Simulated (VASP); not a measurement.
Write the native input for VASP 6.6.1 that does the following.

| Property | Result |
| --- | --- |
| Task | single point |
| Functional | PBE |
| Potentials or basis | VASP PAW PBE potentials, release 64 (Hf_pv, O) |
| Cutoff | 520 eV |
| k mesh | 6 × 6 × 8 |
| Occupations | gaussian, width 0.05 eV |
| Spin | no spin polarisation |
| Dipole correction | no |
| Further INCAR settings | ALGO = Normal; EDIFF = 1e-06; NBANDS = 31 |

The structure of HfO2 lies in POSCAR:

```
HfO2
1.0
    0.0000000000     -2.5488057612     -2.5488057612
   -2.5488057612      0.0000000000     -2.5488057612
    2.5488057612      2.5488057612     -5.0976115224
Hf O
2 4
Direct
   -0.0040043334     -0.0040043334      0.0000000716
    0.5040043334      0.5040043334      0.4999999284
    0.1253934134      0.1253934134      0.6249999586
    0.6246065866      0.6246065866      0.1250000414
    0.3746065866      0.3746065866      0.8750000414
    0.8753934134      0.8753934134      0.3749999586
```

This cell differs from its parent crystal: mode 4 (81.9 1/cm) frozen in, largest displacement +0.025 Å.

These files were run (other wordings do the same):

INCAR

```
SYSTEM = HfO2
PREC = Accurate
ENCUT = 520
EDIFF = 1E-6
ISMEAR = 0
SIGMA = 0.05
LREAL = .False.
LASPH = .True.
NELM = 80
ALGO = Normal
ISIF = 2
LWAVE = .False.
LCHARG = .False.
GGA = PE
NBANDS = 31
```

KPOINTS

```
regular mesh
0
Gamma
  6 6 8
  0 0 0
```

Potentials or basis: VASP PAW PBE potentials, release 64 (Hf_pv, O).

Launch:

```console
$ cat potpaw_PBE.64/Hf_pv/POTCAR potpaw_PBE.64/O/POTCAR > POTCAR
$ mpirun -np 1 vasp_std > vasp.out
```

Results of the run:

| Item | Value |
| --- | --- |
| Pressure | -3.6 GPa |
| Largest force | 0.104 eV/Å |
| Band gap on the k mesh | 3.76 eV |

Caveat: the cell differs from its parent crystal (mode 4 (81.9 1/cm) frozen in, largest displacement +0.025 Å); spin-orbit coupling is left out, which moves the levels of the heavy elements.

Run time: 2.3 min on 1 thread of Intel(R) Xeon(R) Platinum 8375C CPU @ 2.90GHz (Ice Lake), on a shared host, peak memory 0.28 GiB.
